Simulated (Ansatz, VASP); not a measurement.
Two plane-wave programs on Si

The input INCAR:

```
SYSTEM = Si
  PREC = Accurate
  ENCUT = 600
  EDIFF = 1E-6
  ISMEAR = 0
  SIGMA = 0.1
  LREAL = .FALSE.
  LASPH = .TRUE.
  NELM = 60
  ALGO = Normal
  ISIF = 3
  LWAVE = .FALSE.
  LCHARG = .FALSE.
  GGA = PE
  IBRION = 2
  NSW = 90
  EDIFFG = -0.04
```

The input KPOINTS:

```
Automatic mesh
0
G
  6 6 6
  0 0 0
```

POSCAR

```
Si
1.0
    2.9186495000      1.6850830700      1.9209237000
   -2.9186495000      1.6850830700      1.9209237000
    0.0000000000     -3.3701661500      1.9209237000
Si
3
Direct
    0.7156709300      0.2843290700      0.5000000000
    0.5000000000      0.7156709300      0.2843290700
    0.2843290700      0.5000000000      0.7156709300
```

Input for Ansatz:

```yaml
crystal:
  lattice:
    - [2.9186495, 1.68508307, 1.9209237]
    - [-2.9186495, 1.68508307, 1.9209237]
    - [0.0, -3.37016615, 1.9209237]
  atoms:
    - { symbol: Si, position: [0.71567093, 0.28432907, 0.5] }
    - { symbol: Si, position: [0.5, 0.71567093, 0.28432907] }
    - { symbol: Si, position: [0.28432907, 0.5, 0.71567093] }
basis:
  ecutwfc: 420
kpoints:
  mp_grid: { grid: [6, 6, 6] }
hamiltonian:
  xc: pbe
scf:
  occupations: { method: gaussian, width: 0.1 }
  lower_state_search: "off"
output:
  forces: true
  stress: true
  eigenvalues: true
relax:
  adjacent_minimum: "off"
  f_tol: 0.04
  max_steps: 70
  cell: { stress_tol: 0.4 }
```

Alike in both runs: task relaxation of cell and atoms; functional PBE; k mesh 6 × 6 × 6; occupations gaussian, width 0.1 eV; no spin polarisation.

|  | VASP | Ansatz |
| --- | --- | --- |
| version | VASP 6.6.1 | Ansatz 0.2.0 |
| potentials or method | VASP PAW PBE potentials, release 64 (Si), cutoff 600 eV | scalar-relativistic, plane waves, PAW |
| valence electrons in the cell | 12 | 12 |

Ansatz gave:

```
gap on the k mesh at the Fermi level, each at its own relaxed structure (eV) : none
relaxed volume (Å³/atom)                                                     : 22.12
relaxed cell length with the largest relative difference (Å)                 : 4.081
```

Q: What did VASP give for the same quantities?

A: gap on the k mesh at the Fermi level, each at its own relaxed structure (eV): none; relaxed volume (Å³/atom): 22.21; relaxed cell length with the largest relative difference (Å): 4.089.

A gap of «none» marks a metal or a gap that the smearing closes.

Noted on VASP's run: the volume moved by over 15 % at a fixed basis, so the end points are rough.
